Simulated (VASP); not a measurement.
# Pd (Fm-3m) in VASP: notebook

Aim: see how the results for Pd move with the level of theory and the settings. Levels: PBEsol, LDA, PBE. Tasks: relaxation of cell and atoms, single point.

All numbers are computed with VASP 6.6.1; they aren't measurements. Logs are shortened: lines on timing, memory, paths and dates and some standing lists are left out, and cuts for length are marked.

### Step 1. The cell of the first run

The structure is cubic, space group Fm-3m (No. 225). The conventional cell has a = 3.890 Å, b = 3.890 Å, c = 3.890 Å, α = 90.00°, β = 90.00°, γ = 90.00°. Within 3.6 Å of Pd (site symmetry m-3m) lie 12 Pd at 2.75 Å.

### Step 2. Relaxation of cell and atoms, PBEsol

INCAR reads:

```
SYSTEM = Pd
PREC = Accurate
ENCUT = 600
EDIFF = 1E-7
ISMEAR = 1
SIGMA = 0.1
LREAL = .False.
LASPH = .True.
NELM = 100
ALGO = Normal
ISIF = 3
LWAVE = .False.
LCHARG = .False.
GGA = PS
IBRION = 2
NSW = 60
EDIFFG = -0.005
```

KPOINTS reads:

```
regular mesh
0
Gamma
  24 24 24
  0 0 0
```

POSCAR reads:

```
Pd
1.0
    0.0000000000      1.9450000000      1.9450000000
    1.9450000000      0.0000000000      1.9450000000
    1.9450000000      1.9450000000      0.0000000000
Pd
1
Direct
    0.0000000000      0.0000000000      0.0000000000
```

Potentials or basis: VASP PAW PBE potentials, release 64 (Pd).

The run is started by

```
$ cat potpaw_PBE.64/Pd/POTCAR > POTCAR
$ mpirun -np 1 vasp_std > vasp.out
```

OUTCAR:

```text
SYSTEM = Pd
   PREC = Accurate
   ENCUT = 600
   EDIFF = 1E-7
   ISMEAR = 1
   LREAL = .False.
   LASPH = .True.
   NELM = 100
   ISIF = 3
   GGA = PS
   IBRION = 2
   NSW = 60
   EDIFFG = -0.005

 ion  position               nearest neighbor table
   1  0.000  0.000  0.000-

  LATTYP: Found a face centered cubic cell.
 ALAT       =     3.8900000000

  Lattice vectors:

 A1 = (   0.0000000000,   1.9450000000,   1.9450000000)
 A2 = (   1.9450000000,   0.0000000000,   1.9450000000)
 A3 = (   1.9450000000,   1.9450000000,   0.0000000000)

Analysis of symmetry for initial positions (statically):
=====================================================================
 Subroutine PRICEL returns:
 Original cell was already a primitive cell.

 Routine SETGRP: Setting up the symmetry group for a
 face centered cubic supercell.

 Subroutine GETGRP returns: Found 48 space group operations
 (whereof 48 operations were pure point group operations)
 out of a pool of 48 trial point group operations.

The static configuration has the point symmetry O_h .

Analysis of symmetry for dynamics (positions and initial velocities):
=====================================================================
 Subroutine PRICEL returns:
 Original cell was already a primitive cell.

 Routine SETGRP: Setting up the symmetry group for a
 face centered cubic supercell.

 Subroutine GETGRP returns: Found 48 space group operations
 (whereof 48 operations were pure point group operations)
 out of a pool of 48 trial point group operations.

The dynamic configuration has the point symmetry O_h .

 Subroutine INISYM returns: Found 48 space group operations
 (whereof 48 operations are pure point group operations),
 and found     1 'primitive' translations

----------------------------------------------------------------------------------------

                                     Primitive cell

  volume of cell :      14.7160

  direct lattice vectors                    reciprocal lattice vectors
     0.000000000  1.945000000  1.945000000    -0.257069409  0.257069409  0.257069409
     1.945000000  0.000000000  1.945000000     0.257069409 -0.257069409  0.257069409
     1.945000000  1.945000000  0.000000000     0.257069409  0.257069409 -0.257069409

  length of vectors
     2.750645379  2.750645379  2.750645379     0.445257277  0.445257277  0.445257277

  position of ions in fractional coordinates (direct lattice)
     0.000000000  0.000000000  0.000000000

  ion indices of the primitive-cell ions
   primitive index   ion index
                 1           1

----------------------------------------------------------------------------------------

 KPOINTS: regular mesh

Automatic generation of k-mesh.
 Grid dimensions read from file:
 generate k-points for:   24   24   24

 Generating k-lattice:

  Cartesian coordinates                     Fractional coordinates (reciprocal lattice)
    -0.010711225  0.010711225  0.010711225     0.041666667  0.000000000  0.000000000
     0.010711225 -0.010711225  0.010711225     0.000000000  0.041666667  0.000000000
     0.010711225  0.010711225 -0.010711225     0.000000000  0.000000000  0.041666667

  Length of vectors
     0.018552387  0.018552387  0.018552387

  Shift w.r.t. Gamma in fractional coordinates (k-lattice)
     0.000000000  0.000000000  0.000000000

 Subroutine IBZKPT returns following result:
 ===========================================

 Found    413 irreducible k-points:

 Following reciprocal coordinates:
            Coordinates               Weight
  0.000000  0.000000  0.000000      1.000000
  0.041667  0.000000  0.000000      8.000000
  0.083333  0.000000  0.000000      8.000000
  0.125000  0.000000  0.000000      8.000000
  0.166667  0.000000  0.000000      8.000000
  0.208333  0.000000  0.000000      8.000000
[... 16 lines left out ...]
  0.416667  0.041667  0.000000     24.000000
  0.458333  0.041667  0.000000     24.000000
 [... further k-points ...]
   k-points           NKPTS =    413   k-points in BZ     NKDIM =    413   number of bands    NBANDS=      9
   number of dos      NEDOS =    301   number of ions     NIONS =      1
   total plane-waves  NPLWV =  13824
   dimension x,y,z NGX =    24 NGY =   24 NGZ =   24
   dimension x,y,z NGXF=    48 NGYF=   48 NGZF=   48
   ions per type =               1
   NGX,Y,Z   is equivalent  to a cutoff of  14.51, 14.51, 14.51 a.u.
   NGXF,Y,Z  is equivalent  to a cutoff of  29.01, 29.01, 29.01 a.u.
 SYSTEM =  Pd
   PREC   = accura    normal or accurate (medium, high low for compatibility)
   ISTART =      0    job   : 0-new  1-cont  2-samecut
   ICHARG =      2    charge: 1-file 2-atom 10-const
   ISPIN  =      1    spin polarized calculation?
   LNONCOLLINEAR =      F non collinear calculations
   LSORBIT =      F    spin-orbit coupling
   LASPH  =      T    aspherical Exc in radial PAW
   ENCUT  =  600.0 eV  44.10 Ry    6.64 a.u.   5.49  5.49  5.49*2*pi/ulx,y,z
   NELM   =    100;   NELMIN=  2; NELMDL= -5     # of ELM steps
   EDIFF  = 0.1E-06   stopping-criterion for ELM
   LREAL  =      F    real-space projection
   EDIFFG = -.5E-02   stopping-criterion for IOM
   NSW    =     60    number of steps for IOM
   IBRION =      2    ionic relax: 0-MD 1-quasi-New 2-CG
   NFREE  =      1    steps in history (QN), initial steepest desc. (CG)
   ISIF   =      3    stress and relaxation
   ISYM   =      2    0-nonsym 1-usesym 2-fastsym
   POTIM  = 0.5000    time-step for ionic-motion
   TEBEG  =    0.0;   TEEND  =   0.0 temperature during run
   PSTRESS=    0.0 pullay stress
   NELECT =      10.0000    total number of electrons
   NUPDOWN=      -1.0000    fix difference up-down
   EMIN   =  10.00;   EMAX   =-10.00  energy-range for DOS
   EFERMI =   0.00;   METHOD = LEGACY
   ISMEAR =     1;   SIGMA  =   0.10  broadening in eV -4-tet -1-fermi 0-gaus
   EFERMI_NEDOS =   21; number of points for ismear=-14 and -15
   IALGO  =     38    algorithm
   IMIX   =      4    mixing-type and parameters
     AMIX     =   0.40;   BMIX     =  1.00
     AMIX_MAG =   1.60;   BMIX_MAG =  1.00
  volume/ion in A,a.u.               =      14.72        99.31
  Fermi-wavevector in a.u.,A,eV,Ry     =   1.439280  2.719844 28.184827  2.071526
  Thomas-Fermi vector in A             =   2.558153
   LORBIT       =      0    0 simple, 1 ext, 2 COOP (PROOUT), +10 PAW based schemes
   GGA     = PS    functional components
   LHFCALC =     F    Hartree Fock is set to
   AEXX    =    0.0000 exact exchange contribution
   IVDW    =     0    specifies the selected vdW correction
   LEPSILON=     F    determine dielectric tensor
   LRPA    =     F    only Hartree local field effects (RPA)
 conjugate gradient relaxation of ions
 non-spin polarized calculation
 Methfessel and Paxton  Order N= 1 SIGMA  =   0.10
  energy-cutoff  :      600.00
  volume of cell :       14.72
 maximum number of plane-waves:       531
 NGX is ok and might be reduce to    24
   NGX = 11   NGY = 11   NGZ = 11

--------------------------------------- Ionic step        1  -------------------------------------------

 number of electron      10.0000000 magnetization

 number of electron       9.9999999 magnetization

 Free energy of the ion-electron system (eV)
  ---------------------------------------------------
  ext. energy  EPLUGINS =         0.00000000
  ---------------------------------------------------
  free energy    TOTEN  =        -5.95996414 eV

  energy without entropy =       -5.95926266  energy(sigma->0) =       -5.95973032

------------------------ aborting loop because EDIFF is reached ----------------------------------------

  FORCE on cell =-STRESS in cart. coord.  units (eV):
  Direction    XX          YY          ZZ          XY          YZ          ZX
  --------------------------------------------------------------------------------------
  -------------------------------------------------------------------------------------
  Total       -0.2460790     -0.2460790     -0.2460790      0.0000000      0.0000000      0.0000000
  in kB      -26.7914551    -26.7914551    -26.7914551      0.0000000      0.0000000      0.0000000
  external PRESSURE =     -26.7914551 kB  Pullay stress =       0.0000000 kB

 VOLUME and BASIS-vectors are now :
 -----------------------------------------------------------------------------
  energy-cutoff  :      600.00
  volume of cell :       14.72
      direct lattice vectors                 reciprocal lattice vectors
     0.000000000  1.945000000  1.945000000    -0.257069409  0.257069409  0.257069409
     1.945000000  0.000000000  1.945000000     0.257069409 -0.257069409  0.257069409
     1.945000000  1.945000000  0.000000000     0.257069409  0.257069409 -0.257069409

 POSITION                                       TOTAL-FORCE (eV/Angst)
 -----------------------------------------------------------------------------------
      0.00000      0.00000      0.00000         0.000000      0.000000      0.000000
 -----------------------------------------------------------------------------------
    total drift:                               -0.000000      0.000000     -0.000000

  FREE ENERGIE OF THE ION-ELECTRON SYSTEM (eV)
  ---------------------------------------------------
  free  energy   TOTEN  =        -5.9599641447 eV

  energy  without entropy=       -5.9592626595  energy(sigma->0) =       -5.95973032

--------------------------------------- Ionic step        2  -------------------------------------------

 number of electron      10.0000002 magnetization

 E-fermi :  10.2849     XC(G=0): -13.6179

 val. band max:       10.2818268690   @ k =  -0.4583   0.2500   0.0417
 cond. band min:      10.2886319857   @ k =   0.4583   0.1250   0.0000
 fundamental gap:      0.0068051167
 Fermi energy:        10.2849183920

 k-point     1 :       0.0000    0.0000    0.0000
  band No.  band energies     occupation
      1       2.7380      2.00000
      2       7.2479      2.00000
      3       7.2479      2.00000
      4       7.2479      2.00000
      5       8.9863      2.00000
      6       8.9863      2.00000
      7      27.4164      0.00000
      8      32.4071      0.00000
      9      32.4071      0.00000

 k-point     2 :       0.0417    0.0000    0.0000
  band No.  band energies     occupation
      1       2.8037      2.00000
      2       7.2228      2.00000
      3       7.2717      2.00000
      4       7.2717      2.00000
      5       8.9741      2.00000
      6       8.9741      2.00000
      7      27.4936      0.00000
      8      31.9517      0.00000
      9      32.4875      0.00000
[... 286 lines left out ...]
 POSITION                                       TOTAL-FORCE (eV/Angst)
 -----------------------------------------------------------------------------------
      0.00000      0.00000      0.00000         0.000000     -0.000000      0.000000
 -----------------------------------------------------------------------------------
    total drift:                               -0.000000      0.000000     -0.000000

  FREE ENERGIE OF THE ION-ELECTRON SYSTEM (eV)
  ---------------------------------------------------
  free  energy   TOTEN  =        -5.9568783113 eV

  energy  without entropy=       -5.9562400381  energy(sigma->0) =       -5.95666555

--------------------------------------- Ionic step        3  -------------------------------------------

 number of electron      10.0000000 magnetization

 Free energy of the ion-electron system (eV)
  ---------------------------------------------------
  ext. energy  EPLUGINS =         0.00000000
  ---------------------------------------------------
  free energy    TOTEN  =        -5.96164720 eV

  energy without entropy =       -5.96097281  energy(sigma->0) =       -5.96142240

 E-fermi :   9.8917     XC(G=0): -13.4778

 val. band max:        9.8878754609   @ k =  -0.4583   0.2500   0.0417
 cond. band min:       9.8940868849   @ k =   0.4583   0.1250   0.0000
 fundamental gap:      0.0062114240
 Fermi energy:         9.8916658114

 k-point     1 :       0.0000    0.0000    0.0000
  band No.  band energies     occupation
      1       2.5258      2.00000
      2       6.9636      2.00000
      3       6.9636      2.00000
      4       6.9636      2.00000
      5       8.6398      2.00000
      6       8.6398      2.00000
      7      27.0220      0.00000
      8      31.8833      0.00000
      9      31.8833      0.00000

 k-point     2 :       0.0417    0.0000    0.0000
  band No.  band energies     occupation
      1       2.5902      2.00000
      2       6.9395      2.00000
      3       6.9866      2.00000
      4       6.9866      2.00000
      5       8.6282      2.00000
      6       8.6282      2.00000
      7      27.0948      0.00000
      8      31.4282      0.00000
      9      31.9596      0.00000
[... 286 lines left out ...]
 POSITION                                       TOTAL-FORCE (eV/Angst)
 -----------------------------------------------------------------------------------
      0.00000      0.00000      0.00000         0.000000      0.000000      0.000000
 -----------------------------------------------------------------------------------
    total drift:                               -0.000000      0.000000      0.000000

  FREE ENERGIE OF THE ION-ELECTRON SYSTEM (eV)
  ---------------------------------------------------
  free  energy   TOTEN  =        -5.9616471977 eV

  energy  without entropy=       -5.9609728149  energy(sigma->0) =       -5.96142240

 reached required accuracy - stopping structural energy minimisation
```

Wall time 80 s (1 thread of Intel Xeon Platinum 8259CL at 2.50GHz (Skylake/Cascade Lake), shared host); peak memory 0.21 GiB.

Results:

```yaml
Free_energy: -5.9616 eV
Relaxed_volume: 14.52 Å³/atom
Relaxed_cell: a = 2.738 Å, b = 2.738 Å, c = 2.738 Å, α = 60.00°, β = 60.00°, γ = 60.00°
Space_group_after_relaxing_to_0.1_Å: Fm-3m (No. 225)
Energy_gained_by_relaxing: 1.7 meV/atom
Ionic_steps: 3
Pressure_after_relaxing: 0.0 GPa
Band_gap_on_the_k_mesh: zero (bands 5 and 6 overlap by 1.63 eV)
```

Step by step:
```
step  energy change (eV)  largest force (eV/Å)  pressure (GPa)  volume (Å³)
   1              0.0000                0.0000           -2.68        14.72
   2              0.0031                0.0000            4.90        14.20
   3             -0.0017                0.0000           -0.01        14.52
```

Final structure:
```yaml
crystal:
  lattice:
    - [0.00000, 1.93630, 1.93630]
    - [1.93630, 0.00000, 1.93630]
    - [1.93630, 1.93630, 0.00000]
  atoms:
    - { symbol: Pd, position: [0.00000, 0.00000, 0.00000] }
```

Caveat: the PAW data sets were made with another functional, which shifts forces and pressure a little.

(Part 1 of 2 ends here.)
